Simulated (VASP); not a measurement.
GeSb4Te4: single point with PBEsol

The system is GeSb4Te4.

```
Ge Sb Te
1.0
    -4.26661    0.00000    0.00000
    -2.13330   -3.69499    0.00000
     0.00000    0.00000   17.00671
Ge Sb Te
1 4 4
Cartesian
  0.0000 0.0000 0.0000
  -2.1333 -1.2317 9.2833
  -4.2666 -2.4633 7.7234
  -4.2666 -2.4633 13.3904
  -2.1333 -1.2317 3.6164
  -2.1333 -1.2317 15.3608
  -4.2666 -2.4633 1.6459
  0.0000 0.0000 11.6793
  0.0000 0.0000 5.3274
```

```yaml
Program: VASP 6.6.1
Task: single point
Functional: PBEsol
Potentials_or_basis: VASP PAW PBE potentials, release 64 (Ge_d, Sb, Te)
Cutoff: 520 eV
k_mesh: 11 × 11 × 3
Occupations: gaussian, width 0.15 eV
Spin: no spin polarisation
```

```yaml
Pressure: 0.1 GPa
Largest_force: 0.063 eV/Å
Band_gap_on_the_k_mesh: 0.04 eV
```

Forces in eV/Å, atoms in the order of the input:
```
Ge   0.000  0.000  0.000
Sb   0.000  0.000  0.063
Sb   0.000  0.000 -0.063
Sb   0.000  0.000  0.027
Sb   0.000  0.000 -0.027
Te   0.000  0.000 -0.005
Te   0.000  0.000  0.005
Te   0.000  0.000 -0.036
Te   0.000  0.000  0.036
```

Levels at points of the mesh, in eV from the valence-band top:
```
           k point  band 27  band 28  band 29  band 30  band 31  band 32
(0.00, 0.00, 0.00)    -1.14    -1.07     0.00     0.04     0.04     0.47
```

It took 11 min on 1 thread of Oxide Virtual Turin-like Processor, on a shared host, peak memory 0.58 GiB.

Caveat: semilocal functionals underestimate gaps, and a narrow one can read as zero; the PAW data sets were made with another functional, which shifts forces and pressure a little; spin-orbit coupling is left out, which moves the levels of the heavy elements. A k mesh can miss the band edges.
